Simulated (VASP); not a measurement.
**InSb: single point with LDA**

InSb:

```
In Sb
1.0
     0.00000    3.23910    3.30388
     3.23910    0.00000    3.30388
     3.23910    3.23910    0.00000
In Sb
1 1
Direct
  0.00000 0.00000 0.00000
  0.75000 0.75000 0.75000
```

This cell differs from its parent crystal: zz strain of +2 %.

```
Program                : VASP 6.6.1
Task                   : single point
Functional             : LDA
Potentials or basis    : VASP PAW LDA potentials, release 64 (In_d, Sb)
Cutoff                 : 520 eV
k mesh                 : 10 × 10 × 10
Occupations            : fermi-dirac, width 0.03 eV
Spin                   : no spin polarisation
Dipole correction      : no
Further INCAR settings : ALGO = Normal; EDIFF = 1e-06; NBANDS = 16
```

The pressure is -1.4 GPa and the band gap on the k mesh is zero (filled and empty bands touch).

Stress tensor (GPa, compression positive):
```
-1.15  0.00  0.00
 0.00 -1.15  0.00
 0.00  0.00 -1.76
```

Levels at points of the mesh, in eV from the Fermi level:
| k point | band 7 | band 8 | band 9 | band 10 | band 11 | band 12 |
| --- | --- | --- | --- | --- | --- | --- |
| (0.00, 0.00, 0.00) | -0.52 | -0.11 | -0.01 | -0.01 | 2.86 | 2.86 |
| (0.50, 0.00, 0.00) | -5.63 | -1.09 | -0.96 | 0.34 | 3.68 | 3.77 |
| (0.50, 0.50, 0.00) | -5.99 | -2.18 | -2.18 | 1.30 | 1.32 | 7.87 |
| (0.50, 0.00, 0.50) | -5.91 | -2.29 | -2.28 | 1.17 | 1.21 | 7.84 |

It took 42 s on 1 thread of Intel(R) Xeon(R) 6975P-C (Granite Rapids), on a shared host, peak memory 0.26 GiB.

Caveat: the cell differs from its parent crystal (zz strain of +2 %); semilocal functionals underestimate gaps, so a narrow gap can read as zero; spin-orbit coupling is left out, which moves the levels of the heavy elements.
